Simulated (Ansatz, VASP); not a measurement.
**One calculation of AlN, two programs**

INCAR

```
ALGO = Normal
EDIFF = 1E-6
ENCUT = 520
GGA = PS
ISIF = 2
ISMEAR = 0
LASPH = True
LCHARG = True
LELF = True
LREAL = False
LVHAR = True
LWAVE = False
NBANDS = 16
NELM = 60
PREC = Accurate
SIGMA = 0.05
```

File KPOINTS:

```
k-points
0
Gamma
  9 9 6
```

Contents of POSCAR:

```
AlN
1.0
    3.2043322161      0.0000000000      0.0000000000
   -1.6021661081      2.7750331013      0.0000000000
    0.0000000000      0.0000000000      4.9033300000
Al N
2 2
Direct
    0.3333333333      0.6666666667      0.0000000000
    0.6666666667      0.3333333333      0.5000000000
    0.3333333333      0.6666666667      0.3850000000
    0.6666666667      0.3333333333      0.8850000000
```

Input for Ansatz:

```yaml
crystal:
  lattice:
    - [3.2043322161, 0.0, 0.0]
    - [-1.6021661081, 2.7750331013, 0.0]
    - [0.0, 0.0, 4.90333]
  atoms:
    - { symbol: Al, position: [0.3333333333, 0.6666666667, 0.0] }
    - { symbol: Al, position: [0.6666666667, 0.3333333333, 0.5] }
    - { symbol: "N", position: [0.3333333333, 0.6666666667, 0.385] }
    - { symbol: "N", position: [0.6666666667, 0.3333333333, 0.885] }
basis:
  ecutwfc: 420
kpoints:
  mp_grid: { grid: [9, 9, 6] }
hamiltonian:
  xc: pbesol
scf:
  occupations: { method: gaussian, width: 0.05 }
output:
  forces: true
  stress: true
  eigenvalues: true
```

Change from the starting cell: strain +0.030 along x and y, -0.015 along z, atoms carried along.

Alike in both runs: task single point; functional PBEsol; k mesh 9 × 9 × 6; occupations gaussian, width 0.05 eV; no spin polarisation.

```csv
,VASP,Ansatz
version,VASP 6.6.1,Ansatz 0.2.0
potentials or method,"VASP PAW PBE potentials, release 64 (Al, N), cutoff 520 eV","scalar-relativistic, plane waves, PAW"
valence electrons in the cell,16,16
```

Ansatz gave:

```
gap on the k mesh at the Fermi level (eV)                     : 3.59
least direct gap on the mesh (eV)                             : 3.59
pressure (GPa)                                                : -7.8
traceless stress, the component that is largest in VASP (GPa) : 9.59
rms of the force components (eV/Å)                            : 0.176
```

Task: Which values does VASP return?

Result: gap on the k mesh at the Fermi level (eV): 3.60; least direct gap on the mesh (eV): 3.60; pressure (GPa): -7.9; traceless stress, the component that is largest in VASP (GPa): 9.71; rms of the force components (eV/Å): 0.180.

VASP's potentials were made for PBE, not for PBEsol. Atom by atom the forces differ by 0.004 eV/Å (rms over components). The functional is the same, so the differences come from potentials, cutoffs and numerics.
